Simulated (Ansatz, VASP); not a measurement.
SiC: VASP beside Ansatz

Contents of INCAR:

```
SYSTEM = SiC
  ALGO = Normal
  EDIFF = 1E-6
  ENCUT = 520
  GGA = PS
  ISIF = 2
  ISMEAR = 0
  LASPH = .TRUE.
  LCHARG = .TRUE.
  LELF = .TRUE.
  LREAL = .FALSE.
  LVHAR = .TRUE.
  LWAVE = .FALSE.
  NBANDS = 11
  NELM = 80
  PREC = Accurate
  SIGMA = 0.05
```

KPOINTS

```
k-points
0
G
  12 12 12
  0 0 0
```

POSCAR

```
SiC
1.0
    0.0000000000      2.0870400000      2.3479200000
    2.0870400000      0.0000000000      2.3479200000
    2.0870400000      2.0870400000      0.0000000000
Si C
1 1
Direct
    0.0000000000      0.0000000000      0.0000000000
    0.7500000000      0.7500000000      0.7500000000
```

Input for Ansatz:

```yaml
crystal:
  lattice:
    - [0.0, 2.08704, 2.34792]
    - [2.08704, 0.0, 2.34792]
    - [2.08704, 2.08704, 0.0]
  atoms:
    - { symbol: Si, position: [0.0, 0.0, 0.0] }
    - { symbol: C, position: [0.75, 0.75, 0.75] }
basis:
  ecutwfc: 420
kpoints:
  mp_grid: { grid: [12, 12, 12] }
hamiltonian:
  xc: pbesol
scf:
  occupations: { method: gaussian, width: 0.05 }
output:
  forces: true
  stress: true
  eigenvalues: true
```

Change from the starting cell: strain -0.040 along x and y, +0.080 along z, atoms carried along.

Alike in both runs: task single point; functional PBEsol; k mesh 12 × 12 × 12; occupations gaussian, width 0.05 eV; no spin polarisation.

|  | VASP | Ansatz |
| --- | --- | --- |
| version | VASP 6.6.1 | Ansatz 0.2.0 |
| potentials or method | VASP PAW PBE potentials, release 64 (Si, C), cutoff 520 eV | scalar-relativistic, plane waves, PAW |
| valence electrons in the cell | 8 | 8 |

|  | VASP | Ansatz | Ansatz less VASP |
| --- | --- | --- | --- |
| gap on the k mesh at the Fermi level (eV) | 0.55 | 0.56 | +0.010 |
| least direct gap on the mesh (eV) | 4.35 | 4.36 | +0.009 |
| pressure (GPa) | 1.9 | 1.5 | -0.38 |
| traceless stress, the component that is largest in VASP (GPa) | -25.20 | -25.20 | +0.003 |

VASP's potentials were made for PBE, not for PBEsol.
